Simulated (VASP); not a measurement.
Write the native input for VASP 6.6.1 that does the following.

```yaml
Task: single point
Functional: r2SCAN
Potentials_or_basis: VASP PAW PBE potentials, release 64 (In_d, Sb)
Cutoff: 520 eV
k_mesh: 9 × 9 × 9
Occupations: fermi-dirac, width 0.1 eV
Spin: no spin polarisation
Dipole_correction: no
Further_INCAR_settings: ALGO = Normal; EDIFF = 1e-06; NBANDS = 16
```

InSb:

```
CELL_PARAMETERS angstrom
0.00000 3.34338 3.34338
3.34338 0.00000 3.34338
3.34338 3.34338 0.00000
ATOMIC_POSITIONS crystal
In 0.00000 0.00000 0.00000
Sb 0.25000 0.25000 0.25000
```

These files were run (other wordings do the same):

POSCAR

```
InSb
1.0
    0.0000000000      3.3433848400      3.3433848400
    3.3433848400      0.0000000000      3.3433848400
    3.3433848400      3.3433848400      0.0000000000
In Sb
1 1
Direct
    0.0000000000      0.0000000000      0.0000000000
    0.2500000000      0.2500000000      0.2500000000
```

INCAR.step1

```
  ALGO = Normal
  EDIFF = 1E-4
  ENCUT = 520
  GGA = PE
  ISMEAR = -1
  LASPH = True
  LCHARG = False
  LREAL = False
  LWAVE = True
  NBANDS = 16
  NELM = 80
  PREC = Accurate
  SIGMA = 0.1
```

INCAR.step2

```
  ALGO = Normal
  EDIFF = 1E-6
  ENCUT = 520
  ISIF = 2
  ISMEAR = -1
  ISTART = 1
  LASPH = True
  LCHARG = False
  LMIXTAU = True
  LREAL = False
  LWAVE = False
  METAGGA = R2SCAN
  NBANDS = 16
  NELM = 80
  PREC = Accurate
  SIGMA = 0.1
```

KPOINTS

```
k-points
0
Gamma
  9 9 9
```

Potentials or basis: VASP PAW PBE potentials, release 64 (In_d, Sb).

Run with:

```sh
$ cat potpaw_PBE.64/In_d/POTCAR potpaw_PBE.64/Sb/POTCAR > POTCAR
$ cp INCAR.step1 INCAR
$ mpirun -np 1 vasp_std > vasp.out
$ cp INCAR.step2 INCAR
$ mpirun -np 1 vasp_std > vasp.out
```

Results of the run:

| Quantity | Value |
| --- | --- |
| Pressure | -2.2 GPa |
| Band gap on the k mesh | zero (filled and empty bands touch) |

Caveat: the PAW data sets were made with another functional, which shifts forces and pressure a little; spin-orbit coupling is left out, which moves the levels of the heavy elements.

It took 5.5 min on 1 thread of AMD EPYC 7R13, on a shared host, peak memory 0.21 GiB.
